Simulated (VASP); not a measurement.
Sn5As3:

```
Sn As
1.0
     7.81620    0.00000    0.00000
    -3.90810    6.76902    0.00000
     0.00000    0.00000    4.79512
Sn As
5 3
Direct
  0.66667 0.33333 0.50000
  0.33333 0.66667 0.50000
  0.00000 0.31773 0.50000
  0.31773 0.00000 0.50000
  0.68227 0.68227 0.50000
  0.00000 0.66407 0.00000
  0.33593 0.33593 0.00000
  0.66407 0.00000 0.00000
```

The cell was generated, and may not be a known phase.

```yaml
Program: VASP 6.6.1
Task: relaxation of cell and atoms
Functional: PBE
Potentials_or_basis: VASP PAW PBE potentials, release 64 (Sn_d, As)
Cutoff: 600 eV
k_mesh: 3 × 3 × 4
Occupations: gaussian, width 0.2 eV
Spin: no spin polarisation
```

At the start: pressure -0.3 GPa; volume 31.71 Å³/atom.

**Question.** How do energy, volume and symmetry change on relaxing?

**Answer.** Over 14 steps the energy falls by 550.4 meV/atom and the volume is 25.62 Å³/atom (-19.2 %); space group P-62m (No. 189, to 0.1 Å) before and after.

The path:
| step | energy change (eV) | largest force (eV/Å) | pressure (GPa) | volume (Å³) |
| --- | --- | --- | --- | --- |
| 1 | 0.0000 | 2.1869 | -0.28 | 253.70 |
| 2 | -2.1053 | 1.1808 | -3.74 | 250.03 |
| 3 | -2.6857 | 0.8493 | -4.62 | 246.52 |
| 4 | -3.4723 | 0.3940 | -5.27 | 236.15 |
| 5 | -0.2447 | 0.2062 | 11.76 | 200.68 |
| 6 | -3.6472 | 0.3742 | -5.27 | 233.50 |
| 7 | -4.1220 | 0.4211 | 4.01 | 190.56 |
| 8 | -4.2608 | 0.3809 | 0.14 | 202.86 |
| 9 | -4.2609 | 0.3833 | 0.27 | 202.27 |
| 10 | -4.3075 | 0.3306 | 0.36 | 202.00 |
| 11 | -4.3886 | 0.1024 | 0.86 | 201.17 |
| 12 | -4.3909 | 0.0525 | 1.05 | 200.96 |
| 13 | -4.3772 | 0.0262 | -1.33 | 210.88 |
| 14 | -4.4036 | 0.0364 | 0.01 | 204.94 |

Final structure:
```
CELL_PARAMETERS angstrom
8.49748 0.00000 0.00000
-4.24874 7.35904 0.00000
0.00000 0.00000 3.27727
ATOMIC_POSITIONS crystal
Sn 0.66667 0.33333 0.50000
Sn 0.33333 0.66667 0.50000
Sn 0.00000 0.25633 0.50000
Sn 0.25633 0.00000 0.50000
Sn 0.74367 0.74367 0.50000
As 0.00000 0.67693 0.00000
As 0.32307 0.32307 0.00000
As 0.67693 0.00000 0.00000
```

Caveat: the volume moved by over 15 % at a fixed basis, so the end points are rough; the relaxation stopped at a loose force limit of 0.08 eV/Å, so its end isn't a converged minimum.
